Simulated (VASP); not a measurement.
# TiB2 (P6/mmm) in VASP: notebook

Runs on TiB2. Level: PBEsol. Tasks: relaxation of cell and atoms, single point.

Everything below comes from runs of VASP 6.6.1. Logs are shortened: lines on timing, memory, paths and dates and some standing lists are left out, and cuts for length are marked.

**1. The cell of the first run**

It takes space group P6/mmm (No. 191, hexagonal). Conventional cell: a = 3.029 Å, b = 3.029 Å, c = 3.228 Å, α = 90.00°, β = 90.00°, γ = 120.00°. Within 3.1 Å of Ti (site symmetry 6/mmm) lie 12 B at 2.38 Å and 6 Ti at 3.03 Å. B (site symmetry -6m2) has 3 B at 1.75 Å within 2.3 Å.

**2. Relaxation of cell and atoms, PBEsol**

Contents of INCAR:

```
  PREC = Accurate
  ENCUT = 600
  EDIFF = 1E-6
  ISMEAR = 0
  SIGMA = 0.1
  LREAL = F
  LASPH = T
  NELM = 80
  ALGO = Normal
  ISIF = 3
  LWAVE = F
  LCHARG = F
  GGA = PS
  IBRION = 2
  NSW = 100
  EDIFFG = -0.005
```

Contents of KPOINTS:

```
regular mesh
0
Gamma
  15 15 14
```

Contents of POSCAR:

```
TiB2
1.0
    3.0291982016      0.0000000000      0.0000000000
   -1.5145991008      2.6233625957      0.0000000000
    0.0000000000      0.0000000000      3.2284000000
Ti B
1 2
Direct
    0.0000000000      0.0000000000      0.0000000000
    0.3333333333      0.6666666667      0.5000000000
    0.6666666667      0.3333333333      0.5000000000
```

Potentials or basis: VASP PAW PBE potentials, release 64 (Ti_sv, B).

On the command line:

```bash
$ cat potpaw_PBE.64/Ti_sv/POTCAR potpaw_PBE.64/B/POTCAR > POTCAR
$ mpirun -np 1 vasp_std > vasp.out
```

OUTCAR:

```text
PREC = Accurate
   ENCUT = 600
   EDIFF = 1E-6
   ISMEAR = 0
   LREAL = F
   LASPH = T
   NELM = 80
   ISIF = 3
   GGA = PS
   IBRION = 2
   NSW = 100
   EDIFFG = -0.005

 ion  position               nearest neighbor table
   1  0.000  0.000  0.000-   2 2.38   3 2.38   2 2.38   3 2.38   3 2.38   3 2.38   2 2.38   2 2.38
                             3 2.38   3 2.38   2 2.38   2 2.38
   2  0.333  0.667  0.500-   3 1.75   3 1.75   3 1.75   1 2.38   1 2.38   1 2.38   1 2.38   1 2.38
                             1 2.38
   3  0.667  0.333  0.500-   2 1.75   2 1.75   2 1.75   1 2.38   1 2.38   1 2.38   1 2.38   1 2.38
                             1 2.38

  LATTYP: Found a hexagonal cell.
 ALAT       =     3.0291982016
 C/A-ratio  =     1.0657605693

  Lattice vectors:

 A1 = (   3.0291982016,   0.0000000000,   0.0000000000)
 A2 = (  -1.5145991008,   2.6233625957,   0.0000000000)
 A3 = (   0.0000000000,   0.0000000000,   3.2284000000)

Analysis of symmetry for initial positions (statically):
=====================================================================
 Subroutine PRICEL returns:
 Original cell was already a primitive cell.

 Routine SETGRP: Setting up the symmetry group for a
 hexagonal supercell.

 Subroutine GETGRP returns: Found 24 space group operations
 (whereof 24 operations were pure point group operations)
 out of a pool of 24 trial point group operations.

The static configuration has the point symmetry D_6h.

Analysis of symmetry for dynamics (positions and initial velocities):
=====================================================================
 Subroutine PRICEL returns:
 Original cell was already a primitive cell.

 Routine SETGRP: Setting up the symmetry group for a
 hexagonal supercell.

 Subroutine GETGRP returns: Found 24 space group operations
 (whereof 24 operations were pure point group operations)
 out of a pool of 24 trial point group operations.

The dynamic configuration has the point symmetry D_6h.

 Subroutine INISYM returns: Found 24 space group operations
 (whereof 24 operations are pure point group operations),
 and found     1 'primitive' translations

----------------------------------------------------------------------------------------

                                     Primitive cell

  volume of cell :      25.6551

  direct lattice vectors                    reciprocal lattice vectors
     3.029198202  0.000000000  0.000000000     0.330120360  0.190595079  0.000000000
    -1.514599101  2.623362596  0.000000000     0.000000000  0.381190157  0.000000000
     0.000000000  0.000000000  3.228400000     0.000000000  0.000000000  0.309750960

  length of vectors
     3.029198202  3.029198202  3.228400000     0.381190157  0.381190157  0.309750960

  position of ions in fractional coordinates (direct lattice)
     0.000000000  0.000000000  0.000000000
     0.333333333  0.666666667  0.500000000
     0.666666667  0.333333333  0.500000000

  ion indices of the primitive-cell ions
   primitive index   ion index
                 1           1
                 2           2
                 3           3

----------------------------------------------------------------------------------------

 KPOINTS: regular mesh

Automatic generation of k-mesh.
 Grid dimensions read from file:
 generate k-points for:   15   15   14

 Generating k-lattice:

  Cartesian coordinates                     Fractional coordinates (reciprocal lattice)
     0.022008024  0.012706339  0.000000000     0.066666667  0.000000000  0.000000000
     0.000000000  0.025412677  0.000000000     0.000000000  0.066666667  0.000000000
     0.000000000  0.000000000  0.022125069     0.000000000  0.000000000  0.071428571

  Length of vectors
     0.025412677  0.025412677  0.022125069

  Shift w.r.t. Gamma in fractional coordinates (k-lattice)
     0.000000000  0.000000000  0.000000000

 Subroutine IBZKPT returns following result:
 ===========================================

 Found    216 irreducible k-points:

 Following reciprocal coordinates:
            Coordinates               Weight
  0.000000  0.000000  0.000000      1.000000
  0.066667 -0.000000  0.000000      6.000000
  0.133333 -0.000000  0.000000      6.000000
  0.200000 -0.000000  0.000000      6.000000
  0.266667 -0.000000  0.000000      6.000000
  0.333333  0.000000  0.000000      6.000000
[... 16 lines left out ...]
  0.333333  0.200000  0.000000     12.000000
  0.400000  0.200000  0.000000      6.000000
 [... further k-points ...]
   k-points           NKPTS =    216   k-points in BZ     NKDIM =    216   number of bands    NBANDS=     13
   number of dos      NEDOS =    301   number of ions     NIONS =      3
   total plane-waves  NPLWV =  16128
   dimension x,y,z NGX =    24 NGY =   24 NGZ =   28
   dimension x,y,z NGXF=    48 NGYF=   48 NGZF=   56
   ions per type =               1   2
   NGX,Y,Z   is equivalent  to a cutoff of  13.17, 13.17, 14.42 a.u.
   NGXF,Y,Z  is equivalent  to a cutoff of  26.34, 26.34, 28.84 a.u.
 SYSTEM =  unknown system
   PREC   = accura    normal or accurate (medium, high low for compatibility)
   ISTART =      0    job   : 0-new  1-cont  2-samecut
   ICHARG =      2    charge: 1-file 2-atom 10-const
   ISPIN  =      1    spin polarized calculation?
   LNONCOLLINEAR =      F non collinear calculations
   LSORBIT =      F    spin-orbit coupling
   LASPH  =      T    aspherical Exc in radial PAW
   ENCUT  =  600.0 eV  44.10 Ry    6.64 a.u.   6.05  6.05  6.45*2*pi/ulx,y,z
   NELM   =     80;   NELMIN=  2; NELMDL= -5     # of ELM steps
   EDIFF  = 0.1E-05   stopping-criterion for ELM
   LREAL  =      F    real-space projection
   EDIFFG = -.5E-02   stopping-criterion for IOM
   NSW    =    100    number of steps for IOM
   IBRION =      2    ionic relax: 0-MD 1-quasi-New 2-CG
   NFREE  =      1    steps in history (QN), initial steepest desc. (CG)
   ISIF   =      3    stress and relaxation
   ISYM   =      2    0-nonsym 1-usesym 2-fastsym
   POTIM  = 0.5000    time-step for ionic-motion
   TEBEG  =    0.0;   TEEND  =   0.0 temperature during run
   PSTRESS=    0.0 pullay stress
   NELECT =      18.0000    total number of electrons
   NUPDOWN=      -1.0000    fix difference up-down
   EMIN   =  10.00;   EMAX   =-10.00  energy-range for DOS
   EFERMI =   0.00;   METHOD = LEGACY
   ISMEAR =     0;   SIGMA  =   0.10  broadening in eV -4-tet -1-fermi 0-gaus
   EFERMI_NEDOS =   21; number of points for ismear=-14 and -15
   IALGO  =     38    algorithm
   IMIX   =      4    mixing-type and parameters
     AMIX     =   0.40;   BMIX     =  1.00
     AMIX_MAG =   1.60;   BMIX_MAG =  1.00
  volume/ion in A,a.u.               =       8.55        57.71
  Fermi-wavevector in a.u.,A,eV,Ry     =   1.454704  2.748991 28.792144  2.116163
  Thomas-Fermi vector in A             =   2.571824
   LORBIT       =      0    0 simple, 1 ext, 2 COOP (PROOUT), +10 PAW based schemes
   GGA     = PS    functional components
   LHFCALC =     F    Hartree Fock is set to
   AEXX    =    0.0000 exact exchange contribution
   IVDW    =     0    specifies the selected vdW correction
   LEPSILON=     F    determine dielectric tensor
   LRPA    =     F    only Hartree local field effects (RPA)
 conjugate gradient relaxation of ions
 non-spin polarized calculation
 Gauss-broadening in eV      SIGMA  =   0.10
  energy-cutoff  :      600.00
  volume of cell :       25.66
 maximum number of plane-waves:       876
   NGX = 13   NGY = 13   NGZ = 13

--------------------------------------- Ionic step        1  -------------------------------------------

 number of electron      18.0000002 magnetization

 Free energy of the ion-electron system (eV)
  ---------------------------------------------------
  ext. energy  EPLUGINS =         0.00000000
  ---------------------------------------------------
  free energy    TOTEN  =       -25.78604645 eV

  energy without entropy =      -25.78417231  energy(sigma->0) =      -25.78510938

 E-fermi :   9.9272     XC(G=0): -12.8720

 val. band max:        9.9265091398   @ k =   0.2000   0.2000   0.1429
 cond. band min:       9.9319749697   @ k =   0.0667   0.0667   0.2857
 fundamental gap:      0.0054658299
 Fermi energy:         9.9271783533

 k-point     1 :       0.0000    0.0000    0.0000
  band No.  band energies     occupation
      1     -46.7945      2.00000
      2     -23.2568      2.00000
      3     -22.9324      2.00000
      4     -22.9324      2.00000
      5      -3.5630      2.00000
      6       7.3134      2.00000
      7       7.3134      2.00000
      8       7.6005      2.00000
      9       7.7570      2.00000
     10      11.7989      0.00000
     11      11.7989      0.00000
     12      13.5880      0.00000
     13      13.5880      0.00000

 k-point     2 :       0.0667   -0.0000    0.0000
  band No.  band energies     occupation
      1     -46.7921      2.00000
      2     -23.2537      2.00000
      3     -22.9508      2.00000
      4     -22.9366      2.00000
      5      -3.4772      2.00000
      6       7.0649      2.00000
      7       7.2990      2.00000
      8       7.5290      2.00000
      9       7.8014      2.00000
     10      11.7730      0.00000
     11      11.9500      0.00000
[... 450 lines left out ...]
 POSITION                                       TOTAL-FORCE (eV/Angst)
 -----------------------------------------------------------------------------------
      0.00000      0.00000      0.00000         0.000000     -0.000000     -0.000000
     -0.00000      1.73935      1.59867         0.000000     -0.000000      0.000000
      1.50632      0.86968      1.59867        -0.000000      0.000000     -0.000000
 -----------------------------------------------------------------------------------
    total drift:                               -0.000000      0.000000     -0.000000

  FREE ENERGIE OF THE ION-ELECTRON SYSTEM (eV)
  ---------------------------------------------------
  free  energy   TOTEN  =       -25.7947636908 eV

  energy  without entropy=      -25.7929237118  energy(sigma->0) =      -25.79384370

--------------------------------------- Ionic step        4  -------------------------------------------

 number of electron      18.0000004 magnetization

 Free energy of the ion-electron system (eV)
  ---------------------------------------------------
  ext. energy  EPLUGINS =         0.00000000
  ---------------------------------------------------
  free energy    TOTEN  =       -25.79550298 eV

  energy without entropy =      -25.79365968  energy(sigma->0) =      -25.79458133

 E-fermi :  10.1483     XC(G=0): -12.9718

 val. band max:       10.1475041267   @ k =   0.2000   0.2000   0.1429
 cond. band min:      10.1566777144   @ k =   0.0000   0.0000   0.3571
 fundamental gap:      0.0091735877
 Fermi energy:        10.1483385546

 k-point     1 :       0.0000    0.0000    0.0000
  band No.  band energies     occupation
      1     -46.5060      2.00000
      2     -22.9651      2.00000
      3     -22.6446      2.00000
      4     -22.6446      2.00000
      5      -3.4362      2.00000
      6       7.4256      2.00000
      7       7.4256      2.00000
      8       7.9357      2.00000
      9       7.9582      2.00000
     10      12.0897      0.00000
     11      12.0897      0.00000
     12      13.9723      0.00000
     13      13.9723      0.00000

 k-point     2 :       0.0667   -0.0000    0.0000
  band No.  band energies     occupation
      1     -46.5035      2.00000
      2     -22.9619      2.00000
      3     -22.6639      2.00000
      4     -22.6489      2.00000
      5      -3.3494      2.00000
      6       7.1788      2.00000
      7       7.4137      2.00000
      8       7.8566      2.00000
      9       8.0005      2.00000
     10      12.0635      0.00000
     11      12.2493      0.00000
[... 376 lines left out ...]
 POSITION                                       TOTAL-FORCE (eV/Angst)
 -----------------------------------------------------------------------------------
     -1.50953      2.61458      3.18509         0.000000      0.000000      0.000000
     -0.00000      1.74305      1.59254         0.000000     -0.000000      0.000000
      1.50953      0.87153      1.59254        -0.000000      0.000000      0.000000
 -----------------------------------------------------------------------------------
    total drift:                               -0.000000      0.000000      0.000000

  FREE ENERGIE OF THE ION-ELECTRON SYSTEM (eV)
  ---------------------------------------------------
  free  energy   TOTEN  =       -25.7955029828 eV

  energy  without entropy=      -25.7936596807  energy(sigma->0) =      -25.79458133

 reached required accuracy - stopping structural energy minimisation
```

It took 3.2 min on 1 thread of Intel Xeon Platinum 8259CL at 2.50GHz (Skylake/Cascade Lake), shared host; peak memory 0.23 GiB.

What came out:

- Free energy: -25.7955 eV
- Relaxed volume: 8.38 Å³/atom
- Relaxed cell: a = 3.019 Å, b = 3.019 Å, c = 3.185 Å, α = 90.00°, β = 90.00°, γ = 120.00°
- Space group after relaxing (to 0.05 Å): P6/mmm (No. 191)
- Energy gained by relaxing: 3.2 meV/atom
- Ionic steps: 4
- Pressure after relaxing: 0.0 GPa
- Band gap on the k mesh: zero (band 9 reaches 10.50 eV, above the bottom of band 10 at 9.87 eV)

Step by step:
| step | energy change (eV) | largest force (eV/Å) | pressure (GPa) | volume (Å³) |
| --- | --- | --- | --- | --- |
| 1 | 0.0000 | 0.0000 | -4.83 | 25.66 |
| 2 | -0.0027 | 0.0000 | 4.89 | 24.71 |
| 3 | -0.0087 | 0.0000 | 0.33 | 25.13 |
| 4 | -0.0095 | 0.0000 | 0.01 | 25.14 |

Final structure:
```
Ti B
1.0
     3.01905    0.00000    0.00000
    -1.50953    2.61458    0.00000
     0.00000    0.00000    3.18509
Ti B
1 2
Direct
  0.00000 0.00000 0.00000
  0.33333 0.66667 0.50000
  0.66667 0.33333 0.50000
```

Levels at points of the mesh, in eV from the Fermi level:
| k point | band 7 | band 8 | band 9 | band 10 | band 11 | band 12 |
| --- | --- | --- | --- | --- | --- | --- |
| (0.00, 0.00, 0.00) | -2.72 | -2.21 | -2.19 | 1.94 | 1.94 | 3.82 |
| (0.00, 0.00, 0.50) | -0.58 | -0.58 | -0.28 | -0.28 | 0.42 | 0.42 |

Caveat: the PAW data sets were made with another functional, which shifts forces and pressure a little.

**3. Single point, PBEsol (volume scaled by 0.94, then relaxed in part)**

Contents of INCAR:

```
SYSTEM = TiB2
PREC = Accurate
ENCUT = 520
EDIFF = 1E-6
ISMEAR = 0
SIGMA = 0.1
LREAL = .False.
LASPH = .True.
NELM = 60
ALGO = Normal
ISIF = 2
LWAVE = .False.
LCHARG = .False.
GGA = PS
NBANDS = 16
```

Contents of KPOINTS:

```
Automatic mesh
0
Gamma
  18 18 14
  0 0 0
```

Contents of POSCAR:

```
TiB2
1.0
    2.9630680247      0.0000000000      0.0000000000
   -1.4815340124      2.5660921826      0.0000000000
    0.0000000000      0.0000000000      3.1050836528
Ti B
1 2
Direct
    0.0000000000      0.0000000000      0.0000000000
    0.3333333333      0.6666666667      0.5000000000
    0.6666666667      0.3333333333      0.5000000000
```

Potentials or basis: VASP PAW PBE potentials, release 64 (Ti_sv, B).

On the command line:

```bash
$ cat potpaw_PBE.64/Ti_sv/POTCAR potpaw_PBE.64/B/POTCAR > POTCAR
$ mpirun -np 1 vasp_std > vasp.out
```

It took 45 s on 1 thread of Intel Xeon Platinum 8488C (Sapphire Rapids), shared host; peak memory 0.23 GiB.

The run converged. Its results:

```
Free energy            : -25.7071 eV
Pressure               : 18.8 GPa
Band gap on the k mesh : zero (band 9 reaches 11.21 eV, above the bottom of band 10 at 10.52 eV)
```

Stress tensor (GPa, compression positive):
```
18.87  0.00  0.00
 0.00 18.87  0.00
 0.00  0.00 18.63
```

Levels at points of the mesh, in eV from the Fermi level:
| k point | band 5 | band 6 | band 7 | band 8 | band 9 | band 10 | band 11 | band 12 | band 13 | band 14 |
| --- | --- | --- | --- | --- | --- | --- | --- | --- | --- | --- |
| (0.00, 0.00, 0.00) | -13.93 | -2.93 | -2.93 | -2.35 | -2.15 | 2.13 | 2.13 | 4.17 | 4.17 | 5.98 |
| (0.50, 0.00, 0.00) | -9.80 | -9.36 | -3.44 | -3.38 | -2.56 | 1.51 | 3.01 | 3.58 | 3.70 | 8.05 |
| (0.00, 0.00, 0.50) | -11.65 | -7.97 | -0.62 | -0.62 | -0.35 | -0.35 | 0.44 | 0.44 | 2.04 | 6.68 |
| (0.50, 0.00, 0.50) | -10.12 | -7.66 | -5.05 | -4.17 | -3.19 | 2.90 | 3.24 | 5.20 | 5.22 | 5.84 |

Caveat: the cell differs from its parent crystal (volume scaled by 0.94, then relaxed in part); the PAW data sets were made with another functional, which shifts forces and pressure a little.
